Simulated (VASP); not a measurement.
Runs of VASP 6.6.1 on LaC. The structure is that of space group Fm-3m (No. 225), or close to it. The cells are those of the table. 

```tsv
cell	gap on the mesh (eV)	pressure (GPa)
a = 3.809 Å, angles 60.0°, 2 atoms	none	(a)
a = 3.733 Å, angles 60.0°, 2 atoms	none	3.6
a = 3.758 Å, angles 60.0°, 2 atoms	none	1.7
a = 3.834 Å, angles 60.0°, 2 atoms	none	-3.1
```

Alike in all rows: task single point; level PBEsol; potentials or basis VASP PAW PBE potentials, release 64 (La, C); no spin polarisation; k mesh 10 × 10 × 10; cutoff (eV) 520; smearing gaussian 0.05 eV.

Q: Fill in the values left out.

A: (a) -1.6.

Caveats: the PAW data sets were made with another functional, which shifts forces and pressure a little; spin-orbit coupling is left out, which moves the levels of the heavy elements; the cell stands under pressure (at least some runs); the cell stands under tension (at least some runs).

A k mesh can miss the band edges, and the runs leave out spin-orbit coupling on La.

A gap of «none» marks levels without a gap at the run's occupations.
